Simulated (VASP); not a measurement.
# Co (I4/mmm) in VASP: notebook, part 2 of 2

VASP 6.6.1.

### Step 4. Single point, PBEsol, collinear spin, ferromagnetic start (11.07 Å³/atom)

This run uses another cell than the first one, of 11.07 Å³/atom.

Contents of INCAR:

```
SYSTEM = Co
ALGO     = Normal         ! electronic algorithm
EDIFF    = 1E-6           ! SCF threshold, eV
ENCUT    = 520            ! plane-wave cutoff, eV
GGA      = PS             ! functional
ISIF     = 2              ! what is computed and relaxed
ISMEAR   = -1             ! smearing method
ISPIN    = 2              ! spin polarisation
LASPH    = .TRUE.         ! aspherical terms in the spheres
LCHARG   = .FALSE.        ! write CHGCAR
LMAXMIX  = 4              ! l up to which the mixer works
LORBIT   = 11             ! projections on sites
LREAL    = .FALSE.        ! projectors in reciprocal space
LWAVE    = .FALSE.        ! write WAVECAR
MAGMOM   = 1.619 1.619    ! initial moments
NBANDS   = 20             ! bands
NELM     = 150            ! most SCF steps
PREC     = Accurate       ! precision mode
SIGMA    = 0.05           ! smearing width, eV
```

Contents of KPOINTS:

```
k-points
0
G
  15 15 10
  0 0 0
```

Contents of POSCAR:

```
Co
1.0
    2.5016575026      0.0000000000      0.0000000000
    0.0000000000      2.5016575026      0.0000000000
    0.0000000000      0.0000000000      3.5367784247
Co
2
Direct
    0.0000000000      0.0000000000      0.0000000000
    0.5000000000      0.5000000000      0.5000000000
```

Potentials or basis: VASP PAW PBE potentials, release 64 (Co).

Command:

```bash
$ cat potpaw_PBE.64/Co/POTCAR > POTCAR
$ mpirun -np 1 vasp_std > vasp.out
```

OUTCAR:

```text
SYSTEM = Co
   EDIFF = 1E-6
   ENCUT = 520
   GGA = PS
   ISIF = 2
   ISMEAR = -1
   ISPIN = 2
   LASPH = .TRUE.
   LORBIT = 11
   LREAL = .FALSE.
   NELM = 150
   PREC = Accurate

 ion  position               nearest neighbor table
   1  0.000  0.000  0.000-   2 2.50   2 2.50   2 2.50   2 2.50   2 2.50   2 2.50   2 2.50   2 2.50

   2  0.500  0.500  0.500-   1 2.50   1 2.50   1 2.50   1 2.50   1 2.50   1 2.50   1 2.50   1 2.50

  LATTYP: Found a simple tetragonal cell.
 ALAT       =     2.5016575026
 C/A-ratio  =     1.4137740362

  Lattice vectors:

 A1 = (   2.5016575026,   0.0000000000,   0.0000000000)
 A2 = (   0.0000000000,   2.5016575026,   0.0000000000)
 A3 = (   0.0000000000,   0.0000000000,   3.5367784247)

Analysis of symmetry for initial positions (statically):
[... 1351 lines left out ...]
      direct lattice vectors                 reciprocal lattice vectors
     2.501657503  0.000000000  0.000000000     0.399734975  0.000000000  0.000000000
     0.000000000  2.501657503  0.000000000     0.000000000  0.399734975  0.000000000
     0.000000000  0.000000000  3.536778425     0.000000000  0.000000000  0.282743186

 POSITION                                       TOTAL-FORCE (eV/Angst)
 -----------------------------------------------------------------------------------
      0.00000      0.00000      0.00000         0.000000     -0.000000      0.000000
      1.25083      1.25083      1.76839        -0.000000      0.000000     -0.000000
 -----------------------------------------------------------------------------------
    total drift:                               -0.000000      0.000000      0.000000

  FREE ENERGIE OF THE ION-ELECTRON SYSTEM (eV)
  ---------------------------------------------------
  free  energy   TOTEN  =       -15.3818570641 eV

  energy  without entropy=      -15.3621538410  energy(sigma->0) =      -15.37200545

 total charge

# of ion       s       p       d       tot
------------------------------------------
    1        0.483   0.510   7.238   8.231
    2        0.483   0.510   7.238   8.231
--------------------------------------------------
tot          0.965   1.021  14.477  16.463

 magnetization (x)

# of ion       s       p       d       tot
------------------------------------------
    1       -0.012  -0.045   1.726   1.669
    2       -0.012  -0.045   1.726   1.669
--------------------------------------------------
tot         -0.025  -0.091   3.453   3.337
```

OSZICAR:

```text
N       E                     dE             d eps       ncg     rms          rms(c)
DAV:   1     0.850953648185E+02    0.85095E+02   -0.74678E+03 18392   0.113E+03
DAV:   2    -0.131675313948E+02   -0.98263E+02   -0.88531E+02 17640   0.217E+02
DAV:   3    -0.178535247109E+02   -0.46860E+01   -0.44559E+01 19428   0.572E+01
DAV:   4    -0.179349638782E+02   -0.81439E-01   -0.81328E-01 21316   0.658E+00
DAV:   5    -0.179374404388E+02   -0.24766E-02   -0.24763E-02 20224   0.105E+00    0.154E+01
DAV:   6    -0.159213881518E+02    0.20161E+01   -0.93570E+00 19256   0.619E+01    0.817E+00
DAV:   7    -0.154122672210E+02    0.50912E+00   -0.14725E+00 19864   0.229E+01    0.380E+00
DAV:   8    -0.153993823960E+02    0.12885E-01   -0.19465E-02 23416   0.131E+00    0.180E+00
DAV:   9    -0.153820441424E+02    0.17338E-01   -0.25953E-03 27732   0.886E-01    0.699E-01
DAV:  10    -0.153822475379E+02   -0.20340E-03   -0.60861E-04 23412   0.366E-01    0.245E-01
DAV:  11    -0.153818559718E+02    0.39157E-03   -0.93293E-05 24252   0.148E-01    0.430E-02
DAV:  12    -0.153818570244E+02   -0.10526E-05   -0.89932E-06 19972   0.270E-02    0.199E-02
DAV:  13    -0.153818570641E+02   -0.39654E-07   -0.11826E-06 14188   0.113E-02
   1 F= -.15381857E+02 E0= -.15372005E+02  d E =-.197032E-01  mag=     3.3058
```

stdout:

```text
POSCAR found type information on POSCAR Co
 POSCAR found :  1 types and       2 ions
 scaLAPACK will be used
 -----------------------------------------------------------------------------
|                                                                             |
|                                                                             |
|     You enforced a specific xc type in the INCAR file but a different       |
|     I HOPE YOU KNOW WHAT YOU ARE DOING!                                     |
|                                                                             |
 -----------------------------------------------------------------------------

 LDA part: xc-table for (Slater+PW92), standard interpolation
 POSCAR, INCAR and KPOINTS ok, starting setup
 FFT: planning ... GRIDC
 FFT: planning ... GRID_SOFT
 FFT: planning ... GRID
 WAVECAR not read
 entering main loop
```

Run time: 1.7 min. Hardware: 1 thread of Intel Xeon Platinum 8488C (Sapphire Rapids), shared host; peak memory 0.24 GiB.

What came out:

```yaml
Free_energy: -15.3819 eV
Pressure: -13.2 GPa
Net_moment: 3.31 μB per cell
Site_moments: Co +1.67 μB
Valence_electrons_inside_the_program's_atomic_spheres: Co 8.23
```

Caveat: the cell stands under tension; the PAW data sets were made with another functional, which shifts forces and pressure a little.

### Step 5. Overview

```tsv
cell	gap on the mesh (eV)	pressure (GPa)	moment (μB)
a = 2.441, b = 2.441, c = 3.450 Å, 2 atoms	none	2.8	3.22
a = 2.472, b = 2.472, c = 3.494 Å, 2 atoms	none	-6.0	3.27
a = 2.502, b = 2.502, c = 3.537 Å, 2 atoms	none	-13.2	3.31
```

Alike in all rows: task single point; level PBEsol; potentials or basis VASP PAW PBE potentials, release 64 (Co); spin collinear, ferromagnetic start; k mesh 15 × 15 × 10; cutoff (eV) 520; smearing fermi-dirac 0.05 eV.

Caveats: the PAW data sets were made with another functional, which shifts forces and pressure a little; the cell stands under tension (at least some runs).

Total energies depend on the potentials used, so only differences within one code and one set of settings carry meaning.
